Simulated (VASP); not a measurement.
# PbS (gw.c) (Fm-3m) in VASP: further runs

PbS (gw.c) is run at these levels: PBE; tasks: single point.

All numbers are computed with VASP 6.6.1; they aren't measurements. Logs are shortened: lines on timing, memory, paths and dates and some standing lists are left out, and cuts for length are marked.

**1. The cell of the first run**

It takes space group Fm-3m (No. 225, cubic). Conventional cell: a = 6.009 Å, b = 6.009 Å, c = 6.009 Å, α = 90.00°, β = 90.00°, γ = 90.00°. Within 4.0 Å of Pb (site symmetry m-3m) lie 6 S at 3.00 Å. Within 4.0 Å of S (site symmetry m-3m) lie 6 Pb at 3.00 Å.

**2. Single point, PBE**

INCAR

```
SYSTEM = PbS
ALGO = Normal ; EDIFF = 1E-6
ENCUT = 500 ; GGA = PE
GGA_COMPAT = .False. ; ISIF = 2
ISMEAR = 0 ; LASPH = .True.
LCHARG = .False. ; LREAL = .False.
LWAVE = .False. ; NBANDS = 17
NELM = 120 ; PREC = Accurate
SIGMA = 0.01
```

KPOINTS

```
k-points
0
Gamma
  4 4 4
  0 0 0
```

POSCAR

```
PbS
1.0
    0.0000000000      3.0045094964      3.0045094964
    3.0045094964      0.0000000000      3.0045094964
    3.0045094964      3.0045094964      0.0000000000
Pb S
1 1
Direct
    0.0000000000      0.0000000000      0.0000000000
    0.5000000000      0.5000000000      0.5000000000
```

Potentials or basis: VASP PAW PBE potentials, release 64 (Pb_d, S).

On the command line:

```
cat potpaw_PBE.64/Pb_d/POTCAR potpaw_PBE.64/S/POTCAR > POTCAR
mpirun -np 1 vasp_std > vasp.out
```

OUTCAR:

```text
SYSTEM = PbS
   EDIFF = 1E-6
   ENCUT = 500
   GGA = PE
   ISIF = 2
   ISMEAR = 0
   LASPH = .True.
   LREAL = .False.
   NELM = 120
   PREC = Accurate

 ion  position               nearest neighbor table
   1  0.000  0.000  0.000-   2 3.00   2 3.00   2 3.00   2 3.00   2 3.00   2 3.00
   2  0.500  0.500  0.500-   1 3.00   1 3.00   1 3.00   1 3.00   1 3.00   1 3.00

  LATTYP: Found a face centered cubic cell.
 ALAT       =     6.0090189928

  Lattice vectors:

 A1 = (   0.0000000000,   3.0045094964,   3.0045094964)
 A2 = (   3.0045094964,   0.0000000000,   3.0045094964)
 A3 = (   3.0045094964,   3.0045094964,   0.0000000000)

Analysis of symmetry for initial positions (statically):
=====================================================================
 Subroutine PRICEL returns:
 Original cell was already a primitive cell.

 Routine SETGRP: Setting up the symmetry group for a
 face centered cubic supercell.

 Subroutine GETGRP returns: Found 48 space group operations
 (whereof 48 operations were pure point group operations)
 out of a pool of 48 trial point group operations.

The static configuration has the point symmetry O_h .

Analysis of symmetry for dynamics (positions and initial velocities):
=====================================================================
 Subroutine PRICEL returns:
 Original cell was already a primitive cell.

 Routine SETGRP: Setting up the symmetry group for a
 face centered cubic supercell.

 Subroutine GETGRP returns: Found 48 space group operations
 (whereof 48 operations were pure point group operations)
 out of a pool of 48 trial point group operations.

The dynamic configuration has the point symmetry O_h .

 Subroutine INISYM returns: Found 48 space group operations
 (whereof 48 operations are pure point group operations),
 and found     1 'primitive' translations

----------------------------------------------------------------------------------------

                                     Primitive cell

  volume of cell :      54.2439

  direct lattice vectors                    reciprocal lattice vectors
     0.000000000  3.004509496  3.004509496    -0.166416515  0.166416515  0.166416515
     3.004509496  0.000000000  3.004509496     0.166416515 -0.166416515  0.166416515
     3.004509496  3.004509496  0.000000000     0.166416515  0.166416515 -0.166416515

  length of vectors
     4.249018078  4.249018078  4.249018078     0.288241859  0.288241859  0.288241859

  position of ions in fractional coordinates (direct lattice)
     0.000000000  0.000000000  0.000000000
     0.500000000  0.500000000  0.500000000

  ion indices of the primitive-cell ions
   primitive index   ion index
                 1           1
                 2           2

----------------------------------------------------------------------------------------

 KPOINTS: k-points

Automatic generation of k-mesh.
 Grid dimensions read from file:
 generate k-points for:    4    4    4

 Generating k-lattice:

  Cartesian coordinates                     Fractional coordinates (reciprocal lattice)
    -0.041604129  0.041604129  0.041604129     0.250000000  0.000000000  0.000000000
     0.041604129 -0.041604129  0.041604129     0.000000000  0.250000000  0.000000000
     0.041604129  0.041604129 -0.041604129     0.000000000  0.000000000  0.250000000

  Length of vectors
     0.072060465  0.072060465  0.072060465

  Shift w.r.t. Gamma in fractional coordinates (k-lattice)
     0.000000000  0.000000000  0.000000000

 Subroutine IBZKPT returns following result:
 ===========================================

 Found      8 irreducible k-points:

 Following reciprocal coordinates:
            Coordinates               Weight
  0.000000  0.000000  0.000000      1.000000
  0.250000  0.000000  0.000000      8.000000
  0.500000  0.000000  0.000000      4.000000
  0.250000  0.250000  0.000000      6.000000
  0.500000  0.250000  0.000000     24.000000
 -0.250000  0.250000  0.000000     12.000000
  0.500000  0.500000  0.000000      3.000000
 -0.250000  0.500000  0.250000      6.000000
   k-points           NKPTS =      8   k-points in BZ     NKDIM =      8   number of bands    NBANDS=     17
   number of dos      NEDOS =    301   number of ions     NIONS =      2
   total plane-waves  NPLWV =  32768
   dimension x,y,z NGX =    32 NGY =   32 NGZ =   32
   dimension x,y,z NGXF=    64 NGYF=   64 NGZF=   64
   ions per type =               1   1
   NGX,Y,Z   is equivalent  to a cutoff of  12.52, 12.52, 12.52 a.u.
   NGXF,Y,Z  is equivalent  to a cutoff of  25.04, 25.04, 25.04 a.u.
 SYSTEM =  PbS
   PREC   = accura    normal or accurate (medium, high low for compatibility)
   ISTART =      0    job   : 0-new  1-cont  2-samecut
   ICHARG =      2    charge: 1-file 2-atom 10-const
   ISPIN  =      1    spin polarized calculation?
   LNONCOLLINEAR =      F non collinear calculations
   LSORBIT =      F    spin-orbit coupling
   LASPH  =      T    aspherical Exc in radial PAW
   ENCUT  =  500.0 eV  36.75 Ry    6.06 a.u.   7.75  7.75  7.75*2*pi/ulx,y,z
   NELM   =    120;   NELMIN=  2; NELMDL= -5     # of ELM steps
   EDIFF  = 0.1E-05   stopping-criterion for ELM
   LREAL  =      F    real-space projection
   EDIFFG = 0.1E-04   stopping-criterion for IOM
   NSW    =      0    number of steps for IOM
   IBRION =     -1    ionic relax: 0-MD 1-quasi-New 2-CG
   NFREE  =      0    steps in history (QN), initial steepest desc. (CG)
   ISIF   =      2    stress and relaxation
   ISYM   =      2    0-nonsym 1-usesym 2-fastsym
   POTIM  = 0.5000    time-step for ionic-motion
   TEBEG  =    0.0;   TEEND  =   0.0 temperature during run
   PSTRESS=    0.0 pullay stress
   NELECT =      20.0000    total number of electrons
   NUPDOWN=      -1.0000    fix difference up-down
   EMIN   =  10.00;   EMAX   =-10.00  energy-range for DOS
   EFERMI =   0.00;   METHOD = LEGACY
   ISMEAR =     0;   SIGMA  =   0.01  broadening in eV -4-tet -1-fermi 0-gaus
   EFERMI_NEDOS =   21; number of points for ismear=-14 and -15
   IALGO  =     38    algorithm
   IMIX   =      4    mixing-type and parameters
     AMIX     =   0.40;   BMIX     =  1.00
     AMIX_MAG =   1.60;   BMIX_MAG =  1.00
  volume/ion in A,a.u.               =      27.12       183.03
  Fermi-wavevector in a.u.,A,eV,Ry     =   1.173909  2.218367 18.749689  1.378063
  Thomas-Fermi vector in A             =   2.310315
   LORBIT       =      0    0 simple, 1 ext, 2 COOP (PROOUT), +10 PAW based schemes
   GGA     = PE    functional components
   LHFCALC =     F    Hartree Fock is set to
   AEXX    =    0.0000 exact exchange contribution
   IVDW    =     0    specifies the selected vdW correction
   LEPSILON=     F    determine dielectric tensor
   LRPA    =     F    only Hartree local field effects (RPA)
 non-spin polarized calculation
 Gauss-broadening in eV      SIGMA  =   0.01
  energy-cutoff  :      500.00
  volume of cell :       54.24
 maximum number of plane-waves:      1411
 NGX is ok and might be reduce to    32
   NGX = 15   NGY = 15   NGZ = 15

 number of electron      20.0000003 magnetization

 Free energy of the ion-electron system (eV)
  ---------------------------------------------------
  ext. energy  EPLUGINS =         0.00000000
  ---------------------------------------------------
  free energy    TOTEN  =        -8.75694010 eV

  energy without entropy =       -8.75694010  energy(sigma->0) =       -8.75694010

 E-fermi :   5.3248     XC(G=0):  -9.5019

 val. band max:        5.2796119436   @ k =   0.5000   0.0000   0.0000
 cond. band min:       5.7781284045   @ k =   0.5000   0.0000   0.0000
 fundamental gap:      0.4985164610
 Fermi energy:         5.3247615607

 k-point     1 :       0.0000    0.0000    0.0000
  band No.  band energies     occupation
      1     -11.4468      2.00000
      2     -11.4468      2.00000
      3     -11.4468      2.00000
      4     -11.4297      2.00000
      5     -11.4297      2.00000
      6      -7.9346      2.00000
[... 9 lines left out ...]
     16      12.1465      0.00000
     17      14.0793      0.00000

 k-point     2 :       0.2500    0.0000    0.0000
  band No.  band energies     occupation
      1     -11.4474      2.00000
      2     -11.4474      2.00000
      3     -11.4446      2.00000
      4     -11.4222      2.00000
      5     -11.4222      2.00000
      6      -7.4645      2.00000
[... 9 lines left out ...]
     16      13.3357      0.00000
     17      17.0348      0.00000

 k-point     3 :       0.5000    0.0000    0.0000
  band No.  band energies     occupation
      1     -11.4588      2.00000
      2     -11.4588      2.00000
      3     -11.4432      2.00000
      4     -11.4038      2.00000
      5     -11.4038      2.00000
      6      -6.7872      2.00000
[... 9 lines left out ...]
     16      15.5033      0.00000
     17      15.7859      0.00000

 k-point     4 :       0.2500    0.2500    0.0000
  band No.  band energies     occupation
      1     -11.4769      2.00000
      2     -11.4575      2.00000
      3     -11.4212      2.00000
      4     -11.4212      2.00000
      5     -11.4185      2.00000
      6      -7.2942      2.00000
[... 9 lines left out ...]
     16      15.2840      0.00000
     17      15.2941      0.00000

 k-point     5 :       0.5000    0.2500    0.0000
  band No.  band energies     occupation
      1     -11.5022      2.00000
      2     -11.4474      2.00000
      3     -11.4317      2.00000
      4     -11.4133      2.00000
      5     -11.4007      2.00000
      6      -6.6184      2.00000
[... 9 lines left out ...]
     16      16.1136      0.00000
     17      16.7013      0.00000

 k-point     6 :      -0.2500    0.2500    0.0000
  band No.  band energies     occupation
      1     -11.4699      2.00000
      2     -11.4430      2.00000
      3     -11.4341      2.00000
      4     -11.4193      2.00000
      5     -11.4185      2.00000
      6      -6.8511      2.00000
[... 9 lines left out ...]
     16      15.1271      0.00000
     17      15.9686      0.00000

 k-point     7 :       0.5000    0.5000    0.0000
  band No.  band energies     occupation
      1     -11.5549      2.00000
      2     -11.4682      2.00000
      3     -11.4074      2.00000
      4     -11.3945      2.00000
      5     -11.3945      2.00000
      6      -6.4195      2.00000
[... 9 lines left out ...]
     16      17.5111      0.00000
     17      17.6066      0.00000

 k-point     8 :      -0.2500    0.5000    0.2500
  band No.  band energies     occupation
      1     -11.5185      2.00000
      2     -11.4323      2.00000
      3     -11.4323      2.00000
      4     -11.4278      2.00000
      5     -11.3945      2.00000
      6      -6.3787      2.00000
[... 9 lines left out ...]
     16      17.1911      0.00000
     17      17.6026      0.00000

------------------------ aborting loop because EDIFF is reached ----------------------------------------

  FORCE on cell =-STRESS in cart. coord.  units (eV):
  Direction    XX          YY          ZZ          XY          YZ          ZX
  --------------------------------------------------------------------------------------
  -------------------------------------------------------------------------------------
  Total       -0.0022769     -0.0022769     -0.0022769     -0.0000000      0.0000000     -0.0000000
  in kB       -0.0672517     -0.0672517     -0.0672517     -0.0000000      0.0000000     -0.0000000
  external PRESSURE =      -0.0672517 kB  Pullay stress =       0.0000000 kB

 VOLUME and BASIS-vectors are now :
 -----------------------------------------------------------------------------
  energy-cutoff  :      500.00
  volume of cell :       54.24
      direct lattice vectors                 reciprocal lattice vectors
     0.000000000  3.004509496  3.004509496    -0.166416515  0.166416515  0.166416515
     3.004509496  0.000000000  3.004509496     0.166416515 -0.166416515  0.166416515
     3.004509496  3.004509496  0.000000000     0.166416515  0.166416515 -0.166416515

 POSITION                                       TOTAL-FORCE (eV/Angst)
 -----------------------------------------------------------------------------------
      0.00000      0.00000      0.00000        -0.000000      0.000000     -0.000000
      3.00451      3.00451      3.00451         0.000000     -0.000000      0.000000
 -----------------------------------------------------------------------------------
    total drift:                                0.000000     -0.000000     -0.000000

  FREE ENERGIE OF THE ION-ELECTRON SYSTEM (eV)
  ---------------------------------------------------
  free  energy   TOTEN  =        -8.7569400951 eV

  energy  without entropy=       -8.7569400951  energy(sigma->0) =       -8.75694010
```

Wall time 6.2 s (1 thread of AMD EPYC 9R45 (Zen 5), shared host); peak memory 0.14 GiB.

Results:

```
Free energy            : -8.7569 eV
Pressure               : 0.0 GPa
Band gap on the k mesh : 0.50 eV, direct
```

Caveat: the k points lie up to 0.45 Å⁻¹ apart; spin-orbit coupling is left out, which moves the levels of the heavy elements. A k mesh can miss the band edges.

**3. Single point, PBE**

INCAR

```
PREC = Accurate
ENCUT = 500
EDIFF = 1E-6
ISMEAR = 0
SIGMA = 0.01
LREAL = F
LASPH = T
NELM = 120
ALGO = Normal
ISIF = 2
LWAVE = F
LCHARG = F
GGA = PE
NBANDS = 17
GGA_COMPAT = F
```

KPOINTS

```
Automatic mesh
0
Gamma
  4 4 4
```

POSCAR is that of step 2.

Potentials or basis: VASP PAW PBE potentials, release 64 (Pb_d, S).

On the command line:

```
cat potpaw_PBE.64/Pb_d/POTCAR potpaw_PBE.64/S/POTCAR > POTCAR
mpirun -np 1 vasp_std > vasp.out
```

Wall time 6.3 s (1 thread of AMD EPYC 9R45 (Zen 5), shared host); peak memory 0.14 GiB.

It converged, with:

| Item | Value |
| --- | --- |
| Free energy | -8.7569 eV |
| Pressure | 0.0 GPa |
| Band gap on the k mesh | 0.50 eV, direct |

Levels at points of the mesh, in eV from the valence-band top:
| k point | band 8 | band 9 | band 10 | band 11 | band 12 | band 13 |
| --- | --- | --- | --- | --- | --- | --- |
| (0.00, 0.00, 0.00) | -1.94 | -1.94 | -1.94 | 5.14 | 5.14 | 5.14 |
| (0.50, 0.00, 0.00) | -1.58 | -1.58 | 0.00 | 0.50 | 2.08 | 2.08 |
| (0.50, 0.50, 0.00) | -4.83 | -3.15 | -3.15 | 4.07 | 5.48 | 5.58 |

Caveat: the k points lie up to 0.45 Å⁻¹ apart; spin-orbit coupling is left out, which moves the levels of the heavy elements. A k mesh can miss the band edges.
